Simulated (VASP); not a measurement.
# ScB4 (P6/mmm) in VASP: further runs, part 2 of 2

VASP 6.6.1. The steps go on from the part before.

## 4. Relaxation of cell and atoms, PBE

This run uses another cell than the first one, of 9.33 Å³/atom.

Input file INCAR:

```
ALGO     = Normal         # electronic algorithm
EDIFF    = 1E-6           # SCF threshold, eV
EDIFFG   = -0.04          # ionic threshold
ENCUT    = 600            # plane-wave cutoff, eV
GGA      = PE             # functional
IBRION   = 2              # ionic algorithm
ISIF     = 3              # what is computed and relaxed
ISMEAR   = 0              # smearing method
LASPH    = T              # aspherical terms in the spheres
LCHARG   = F              # write CHGCAR
LREAL    = F              # projectors in reciprocal space
LWAVE    = F              # write WAVECAR
NELM     = 80             # most SCF steps
NSW      = 90             # ionic steps
PREC     = Accurate       # precision mode
SIGMA    = 0.1            # smearing width, eV
```

Input file KPOINTS:

```
k-points
0
Gamma
  6 6 4
```

Input file POSCAR:

```
ScB4
1.0
    4.7571923300      0.0000000000      0.0000000000
   -2.3785961700      4.1198494100      0.0000000000
    0.0000000000      0.0000000000      4.7585739200
Sc B
2 8
Direct
    0.3333333300      0.6666666700      0.0000000000
    0.6666666700      0.3333333300      0.0000000000
    0.4181242300      0.8362484600      0.5000000000
    0.1637515400      0.5818757700      0.5000000000
    0.4181242300      0.5818757700      0.5000000000
    0.5818757700      0.1637515400      0.5000000000
    0.8362484600      0.4181242300      0.5000000000
    0.5818757700      0.4181242300      0.5000000000
    0.0000000000      0.0000000000      0.3312837200
    0.0000000000      0.0000000000      0.6687162800
```

Potentials or basis: VASP PAW PBE potentials, release 64 (Sc_sv, B).

Started as:

```
$ cat potpaw_PBE.64/Sc_sv/POTCAR potpaw_PBE.64/B/POTCAR > POTCAR
$ mpirun -np 1 vasp_std > vasp.out
```

OUTCAR:

```text
EDIFF = 1E-6
   EDIFFG = -0.04
   ENCUT = 600
   GGA = PE
   IBRION = 2
   ISIF = 3
   ISMEAR = 0
   LASPH = T
   LREAL = F
   NELM = 80
   NSW = 90
   PREC = Accurate

 ion  position               nearest neighbor table
   1  0.333  0.667  0.000-   4 2.48   4 2.48   3 2.48   3 2.48   5 2.48   5 2.48   2 2.75   2 2.75
                             2 2.75
   2  0.667  0.333  0.000-   7 2.48   7 2.48   6 2.48   6 2.48   8 2.48   8 2.48   1 2.75   1 2.75
                             1 2.75
   3  0.418  0.836  0.500-   4 1.21   5 1.21   6 1.35   1 2.48   1 2.48
   4  0.164  0.582  0.500-   3 1.21   5 1.21   7 1.35   1 2.48   1 2.48
   5  0.418  0.582  0.500-   4 1.21   3 1.21   8 1.35   1 2.48   1 2.48
   6  0.582  0.164  0.500-   7 1.21   8 1.21   3 1.35   2 2.48   2 2.48
   7  0.836  0.418  0.500-   6 1.21   8 1.21   4 1.35   2 2.48   2 2.48
   8  0.582  0.418  0.500-   7 1.21   6 1.21   5 1.35   2 2.48   2 2.48
   9  0.000  0.000  0.331-  10 1.61
  10  0.000  0.000  0.669-   9 1.61

  LATTYP: Found a hexagonal cell.
 ALAT       =     4.7571923300
 C/A-ratio  =     1.0002904213

  Lattice vectors:

 A1 = (   4.7571923300,   0.0000000000,   0.0000000000)
 A2 = (  -2.3785961700,   4.1198494100,   0.0000000000)
 A3 = (   0.0000000000,   0.0000000000,   4.7585739200)

Analysis of symmetry for initial positions (statically):
=====================================================================
 Subroutine PRICEL returns:
 Original cell was already a primitive cell.

 Routine SETGRP: Setting up the symmetry group for a
 hexagonal supercell.

 Subroutine GETGRP returns: Found 24 space group operations
 (whereof 24 operations were pure point group operations)
 out of a pool of 24 trial point group operations.

The static configuration has the point symmetry D_6h.

Analysis of symmetry for dynamics (positions and initial velocities):
=====================================================================
 Subroutine PRICEL returns:
 Original cell was already a primitive cell.

 Routine SETGRP: Setting up the symmetry group for a
 hexagonal supercell.

 Subroutine GETGRP returns: Found 24 space group operations
 (whereof 24 operations were pure point group operations)
 out of a pool of 24 trial point group operations.

The dynamic configuration has the point symmetry D_6h.

 Subroutine INISYM returns: Found 24 space group operations
 (whereof 24 operations are pure point group operations),
 and found     1 'primitive' translations

----------------------------------------------------------------------------------------

                                     Primitive cell

  volume of cell :      93.2629

  direct lattice vectors                    reciprocal lattice vectors
     4.757192330  0.000000000  0.000000000     0.210208024  0.121363660  0.000000000
    -2.378596170  4.119849410  0.000000000     0.000000000  0.242727319  0.000000000
     0.000000000  0.000000000  4.758573920     0.000000000  0.000000000  0.210146993

  length of vectors
     4.757192330  4.757192334  4.758573920     0.242727319  0.242727319  0.210146993

  position of ions in fractional coordinates (direct lattice)
     0.333333330  0.666666670  0.000000000
     0.666666670  0.333333330  0.000000000
     0.418124230  0.836248460  0.500000000
     0.163751540  0.581875770  0.500000000
     0.418124230  0.581875770  0.500000000
     0.581875770  0.163751540  0.500000000
     0.836248460  0.418124230  0.500000000
     0.581875770  0.418124230  0.500000000
     0.000000000  0.000000000  0.331283720
     0.000000000  0.000000000  0.668716280

  ion indices of the primitive-cell ions
   primitive index   ion index
                 1           1
                 2           2
                 3           3
                 4           4
                 5           5
                 6           6
                 7           7
                 8           8
                 9           9
                10          10

----------------------------------------------------------------------------------------

 KPOINTS: k-points

Automatic generation of k-mesh.
 Grid dimensions read from file:
 generate k-points for:    6    6    4

 Generating k-lattice:

  Cartesian coordinates                     Fractional coordinates (reciprocal lattice)
     0.035034671  0.020227277  0.000000000     0.166666667  0.000000000  0.000000000
     0.000000000  0.040454553  0.000000000     0.000000000  0.166666667  0.000000000
     0.000000000  0.000000000  0.052536748     0.000000000  0.000000000  0.250000000

  Length of vectors
     0.040454553  0.040454553  0.052536748

  Shift w.r.t. Gamma in fractional coordinates (k-lattice)
     0.000000000  0.000000000  0.000000000

 Subroutine IBZKPT returns following result:
 ===========================================

 Found     21 irreducible k-points:

 Following reciprocal coordinates:
            Coordinates               Weight
  0.000000  0.000000  0.000000      1.000000
  0.166667 -0.000000  0.000000      6.000000
  0.333333  0.000000  0.000000      6.000000
  0.500000  0.000000  0.000000      3.000000
  0.166667  0.166667  0.000000      6.000000
  0.333333  0.166667  0.000000     12.000000
[... 13 lines left out ...]
  0.333333  0.166667  0.500000     12.000000
  0.333333  0.333333  0.500000      2.000000
   k-points           NKPTS =     21   k-points in BZ     NKDIM =     21   number of bands    NBANDS=     29
   number of dos      NEDOS =    301   number of ions     NIONS =     10
   total plane-waves  NPLWV =  64000
   dimension x,y,z NGX =    40 NGY =   40 NGZ =   40
   dimension x,y,z NGXF=    80 NGYF=   80 NGZF=   80
   ions per type =               2   8
   NGX,Y,Z   is equivalent  to a cutoff of  13.98, 13.98, 13.97 a.u.
   NGXF,Y,Z  is equivalent  to a cutoff of  27.96, 27.96, 27.95 a.u.
 SYSTEM =  unknown system
   PREC   = accura    normal or accurate (medium, high low for compatibility)
   ISTART =      0    job   : 0-new  1-cont  2-samecut
   ICHARG =      2    charge: 1-file 2-atom 10-const
   ISPIN  =      1    spin polarized calculation?
   LNONCOLLINEAR =      F non collinear calculations
   LSORBIT =      F    spin-orbit coupling
   LASPH  =      T    aspherical Exc in radial PAW
   ENCUT  =  600.0 eV  44.10 Ry    6.64 a.u.   9.50  9.50  9.50*2*pi/ulx,y,z
   NELM   =     80;   NELMIN=  2; NELMDL= -5     # of ELM steps
   EDIFF  = 0.1E-05   stopping-criterion for ELM
   LREAL  =      F    real-space projection
   EDIFFG = -.4E-01   stopping-criterion for IOM
   NSW    =     90    number of steps for IOM
   IBRION =      2    ionic relax: 0-MD 1-quasi-New 2-CG
   NFREE  =      1    steps in history (QN), initial steepest desc. (CG)
   ISIF   =      3    stress and relaxation
   ISYM   =      2    0-nonsym 1-usesym 2-fastsym
   POTIM  = 0.5000    time-step for ionic-motion
   TEBEG  =    0.0;   TEEND  =   0.0 temperature during run
   PSTRESS=    0.0 pullay stress
   NELECT =      46.0000    total number of electrons
   NUPDOWN=      -1.0000    fix difference up-down
   EMIN   =  10.00;   EMAX   =-10.00  energy-range for DOS
   EFERMI =   0.00;   METHOD = LEGACY
   ISMEAR =     0;   SIGMA  =   0.10  broadening in eV -4-tet -1-fermi 0-gaus
   EFERMI_NEDOS =   21; number of points for ismear=-14 and -15
   IALGO  =     38    algorithm
   IMIX   =      4    mixing-type and parameters
     AMIX     =   0.40;   BMIX     =  1.00
     AMIX_MAG =   1.60;   BMIX_MAG =  1.00
  volume/ion in A,a.u.               =       9.33        62.94
  Fermi-wavevector in a.u.,A,eV,Ry     =   1.293474  2.444312 22.763579  1.673076
  Thomas-Fermi vector in A             =   2.425118
   LORBIT       =      0    0 simple, 1 ext, 2 COOP (PROOUT), +10 PAW based schemes
   GGA     = PE    functional components
   LHFCALC =     F    Hartree Fock is set to
   AEXX    =    0.0000 exact exchange contribution
   IVDW    =     0    specifies the selected vdW correction
   LEPSILON=     F    determine dielectric tensor
   LRPA    =     F    only Hartree local field effects (RPA)
 conjugate gradient relaxation of ions
 non-spin polarized calculation
 Gauss-broadening in eV      SIGMA  =   0.10
  energy-cutoff  :      600.00
  volume of cell :       93.26
 maximum number of plane-waves:      3152
 NGX is ok and might be reduce to    40
   NGX = 19   NGY = 19   NGZ = 19

--------------------------------------- Ionic step        1  -------------------------------------------

 number of electron      46.0000003 magnetization

 Free energy of the ion-electron system (eV)
  ---------------------------------------------------
  ext. energy  EPLUGINS =         0.00000000
  ---------------------------------------------------
  free energy    TOTEN  =       -33.30586078 eV

  energy without entropy =      -33.26850548  energy(sigma->0) =      -33.28718313

 E-fermi :   5.8164     XC(G=0): -11.3135

 val. band max:        5.8163409751   @ k =   0.1667  -0.0000   0.2500
 cond. band min:       5.8196205071   @ k =   0.3333   0.1667   0.5000
 fundamental gap:      0.0032795320
 Fermi energy:         5.8163781514
[... 1477 lines left out ...]
     28       3.4646      0.00000
     29       3.8425      0.00000

[... ionic steps 4 to 36 ...]

--------------------------------------- Ionic step       37  -------------------------------------------

 number of electron      46.0000002 magnetization

------------------------ aborting loop because EDIFF is reached ----------------------------------------
[... 83 lines left out ...]
--------------------------------------- Ionic step       39  -------------------------------------------

 number of electron      46.0000002 magnetization

 Free energy of the ion-electron system (eV)
  ---------------------------------------------------
  ext. energy  EPLUGINS =         0.00000000
  ---------------------------------------------------
  free energy    TOTEN  =       -57.23886743 eV

  energy without entropy =      -57.22703250  energy(sigma->0) =      -57.23294997

 E-fermi :   2.6487     XC(G=0):  -9.7997

 val. band max:        2.6446707092   @ k =   0.5000   0.0000   0.5000
 cond. band min:       2.6949894428   @ k =   0.1667  -0.0000   0.0000
 fundamental gap:      0.0503187336
 Fermi energy:         2.6487277683
[... 707 lines left out ...]
  FREE ENERGIE OF THE ION-ELECTRON SYSTEM (eV)
  ---------------------------------------------------
  free  energy   TOTEN  =       -57.2388674315 eV

  energy  without entropy=      -57.2270325016  energy(sigma->0) =      -57.23294997

 reached required accuracy - stopping structural energy minimisation
```

Run time: 48 min. Hardware: 1 thread of Oxide Virtual Turin-like, shared host; peak memory 0.25 GiB.

What came out:

```
Free energy                           : -57.2389 eV
Relaxed volume                        : 13.45 Å³/atom
Relaxed cell                          : a = 6.067 Å, b = 6.067 Å, c = 4.219 Å, α = 90.00°, β = 90.00°, γ = 120.00°
Space group after relaxing (to 0.1 Å) : P6/mmm (No. 191)
Energy gained by relaxing             : 2393.3 meV/atom
Ionic steps                           : 39
Pressure after relaxing               : -0.1 GPa
Largest force after relaxing          : 0.034 eV/Å
Band gap on the k mesh                : zero (bands 23 and 24 overlap by 1.05 eV)
```

Forces on the atoms (eV/Å):
```
Sc   0.000  0.000  0.000
Sc   0.000  0.000  0.000
B    0.000  0.032  0.000
B   -0.027 -0.016  0.000
B    0.027 -0.016  0.000
B    0.000 -0.032  0.000
B    0.027  0.016  0.000
B   -0.027  0.016  0.000
B    0.000  0.000 -0.034
B    0.000  0.000  0.034
```

The path:
```tsv
step	energy change (eV)	largest force (eV/Å)	pressure (GPa)	volume (Å³)
1	0.0000	25.2746	110.26	93.26
2	-17.7859	3.0346	-16.83	199.93
3	-17.8941	2.0893	-17.79	202.21
4	-21.8095	3.5569	-2.60	150.15
5	-22.0810	1.8283	-8.43	159.00
6	-23.3238	1.1859	1.24	135.29
7	-23.3506	0.8646	-0.39	137.90
8	-23.4164	0.7746	0.86	135.21
9	-23.4225	0.5288	0.52	135.82
10	-23.4587	0.3561	0.17	135.13
11	-23.4589	0.3548	0.19	135.18
12	-23.4972	0.5457	-0.52	134.97
13	-23.6230	1.5209	-0.52	134.34
14	-22.3146	6.8450	9.43	133.04
15	-23.6412	1.5936	-0.41	134.30
16	-23.6417	2.3479	0.86	133.96
17	-23.6533	1.9072	0.03	134.16
18	-23.6557	1.9228	0.06	134.15
19	-23.6625	1.9701	0.18	134.11
20	-23.6730	2.0659	0.43	134.04
21	-23.6777	2.2592	1.07	133.90
22	-23.6790	2.1891	0.82	133.95
23	-23.6898	2.1376	0.80	133.95
24	-23.7205	1.9825	0.75	133.96
25	-23.7743	1.6714	0.69	133.98
26	-23.8495	1.0385	0.71	134.02
27	-23.8506	1.0929	1.27	134.10
28	-23.8766	0.4766	0.91	134.06
29	-23.8767	0.5067	0.92	134.06
30	-23.8821	0.4448	0.79	134.14
31	-23.8958	0.2683	0.40	134.37
32	-23.9111	0.0439	-0.32	134.84
33	-23.9002	0.5183	-1.62	135.78
34	-23.9133	0.2083	-0.74	135.13
35	-23.9219	0.1734	-0.64	135.01
36	-23.9323	0.0843	-0.27	134.66
37	-23.9324	0.0752	-0.30	134.69
38	-23.9330	0.0442	-0.18	134.54
39	-23.9330	0.0342	-0.13	134.49
```

Final structure:
```
Sc B
1.0
     6.06734    0.00000    0.00000
    -3.03367    5.25447    0.00000
     0.00000    0.00000    4.21850
Sc B
2 8
Cartesian
  0.0000 3.5030 0.0000
  3.0337 1.7515 0.0000
  3.0337 0.7813 2.1093
  3.8739 2.2366 2.1093
  2.1934 2.2366 2.1093
  0.0000 4.4732 2.1093
  -0.8403 3.0179 2.1093
  0.8403 3.0179 2.1093
  0.0000 0.0000 0.8641
  0.0000 0.0000 3.3544
```

Caveat: the volume moved by over 15 % at a fixed basis, so the end points are rough.

## 5. Relaxation of cell and atoms, PBE

Input file INCAR:

```
SYSTEM = ScB4
PREC     = Accurate       ! precision mode
ENCUT    = 600            ! plane-wave cutoff, eV
EDIFF    = 1E-7           ! SCF threshold, eV
ISMEAR   = 0              ! smearing method
SIGMA    = 0.1            ! smearing width, eV
LREAL    = .False.        ! projectors in reciprocal space
LASPH    = .True.         ! aspherical terms in the spheres
NELM     = 100            ! most SCF steps
ALGO     = Fast           ! electronic algorithm
ISIF     = 3              ! what is computed and relaxed
LWAVE    = .False.        ! write WAVECAR
LCHARG   = .False.        ! write CHGCAR
GGA      = PE             ! functional
IBRION   = 2              ! ionic algorithm
NSW      = 100            ! ionic steps
EDIFFG   = -0.01          ! ionic threshold
```

Input file KPOINTS:

```
Automatic mesh
0
Gamma
  6 6 10
  0 0 0
```

Input file POSCAR:

```
ScB4
1.0
    6.0663799675      0.0000000000      0.0000000000
   -3.0331899838      5.2536391609      0.0000000000
    0.0000000000      0.0000000000      4.2129580709
Sc B
2 8
Direct
    0.3333333333      0.6666666667      0.0000000000
    0.6666666667      0.3333333333      0.0000000000
    0.4255992635      0.8511985270      0.5000000000
    0.1488014730      0.5744007365      0.5000000000
    0.4255992635      0.5744007365      0.5000000000
    0.5744007365      0.1488014730      0.5000000000
    0.8511985270      0.4255992635      0.5000000000
    0.5744007365      0.4255992635      0.5000000000
    0.0000000000      0.0000000000      0.2048302800
    0.0000000000      0.0000000000      0.7951697200
```

Started as:

```
$ cat potpaw_PBE.64/Sc_sv/POTCAR potpaw_PBE.64/B/POTCAR > POTCAR
$ mpirun -np 1 vasp_std > vasp.out
```

It took 23 min on 1 thread of Oxide Virtual Turin-like, shared host; peak memory 0.37 GiB.

The run converged. Its results:

| Quantity | Value |
| --- | --- |
| Free energy | -57.2517 eV |
| Relaxed volume | 13.47 Å³/atom |
| Relaxed cell | a = 6.068 Å, b = 6.068 Å, c = 4.225 Å, α = 90.00°, β = 90.00°, γ = 120.00° |
| Space group after relaxing (to 0.1 Å) | P6/mmm (No. 191) |
| Energy gained by relaxing | 0.1 meV/atom |
| Ionic steps | 6 |
| Pressure after relaxing | 0.0 GPa |
| Band gap on the k mesh | zero (bands 23 and 24 overlap by 1.04 eV) |

Forces on the atoms (eV/Å):
```
Sc   0.000  0.000  0.000
Sc   0.000  0.000  0.000
B    0.000 -0.001  0.000
B    0.001  0.001  0.000
B   -0.001  0.001  0.000
B    0.000  0.001  0.000
B   -0.001 -0.001  0.000
B    0.001 -0.001  0.000
B    0.000  0.000 -0.002
B    0.000  0.000  0.002
```

Step by step:
```tsv
step	energy change (eV)	largest force (eV/Å)	pressure (GPa)	volume (Å³)
1	0.0000	0.0363	0.30	134.27
2	-0.0001	0.1202	-0.13	134.76
3	-0.0005	0.0458	0.07	134.52
4	-0.0007	0.0408	-0.12	134.83
5	-0.0008	0.0425	-0.06	134.74
6	-0.0009	0.0024	-0.02	134.74
```

Final structure:
```
CELL_PARAMETERS angstrom
6.06849 0.00000 0.00000
-3.03425 5.25547 0.00000
0.00000 0.00000 4.22467
ATOMIC_POSITIONS crystal
Sc 0.33333 0.66667 0.00000
Sc 0.66667 0.33333 0.00000
B 0.42562 0.85124 0.50000
B 0.14876 0.57438 0.50000
B 0.42562 0.57438 0.50000
B 0.57438 0.14876 0.50000
B 0.85124 0.42562 0.50000
B 0.57438 0.42562 0.50000
B 0.00000 0.00000 0.20371
B 0.00000 0.00000 0.79629
```

Levels at points of the mesh, in eV from the Fermi level:
```
           k point  band 21  band 22  band 23  band 24  band 25  band 26
(0.00, 0.00, 0.00)     0.35     0.35     0.46     0.75     0.85     0.85
(0.50, 0.00, 0.00)    -0.85    -0.62     0.06     0.33     0.75     1.09
(0.00, 0.00, 0.50)    -0.88    -0.66    -0.66     0.67     0.67     0.78
(0.50, 0.00, 0.50)    -1.31    -0.70    -0.50     0.00     0.26     1.87
```

## 6. The runs side by side

| task | spin | cell | k mesh | cutoff (eV) | gap on the mesh (eV) | pressure (GPa) | relaxed volume (Å³/atom) | largest force (eV/Å) |
| --- | --- | --- | --- | --- | --- | --- | --- | --- |
| single point | off | a = 6.068, b = 6.068, c = 4.218 Å, angles 90.0, 90.0, 120.0°, 10 atoms, atomic positions A | 6 × 6 × 10 | 520 | none | 0.1 | - | 0.02 |
| single point | collinear | a = 6.066, b = 6.066, c = 4.213 Å, angles 90.0, 90.0, 120.0°, 10 atoms, atomic positions B | 3 × 3 × 4 | 520 | none | 0.2 | - | 0.07 |
| relaxation of cell and atoms | off | relaxed from a = 4.757, b = 4.757, c = 4.759 Å, angles 90.0, 90.0, 120.0°, 10 atoms, atomic positions C | 6 × 6 × 4 | 600 | none | -0.1 | 13.45 | 0.03 |
| relaxation of cell and atoms | off | relaxed from a = 6.066, b = 6.066, c = 4.213 Å, angles 90.0, 90.0, 120.0°, 10 atoms, atomic positions B | 6 × 6 × 10 | 600 | none | 0.0 | 13.47 | - |

Alike in all rows: level PBE; potentials or basis VASP PAW PBE potentials, release 64 (Sc_sv, B); smearing gaussian 0.1 eV.

Caveats: some runs use coarse meshes; the volume moved by over 15 % at a fixed basis, so the end points are rough (at least some runs).

Absolute energies hang on the potentials; compare differences alone.

The gap in the log of VASP goes by the Fermi energy; the results here count the filled bands.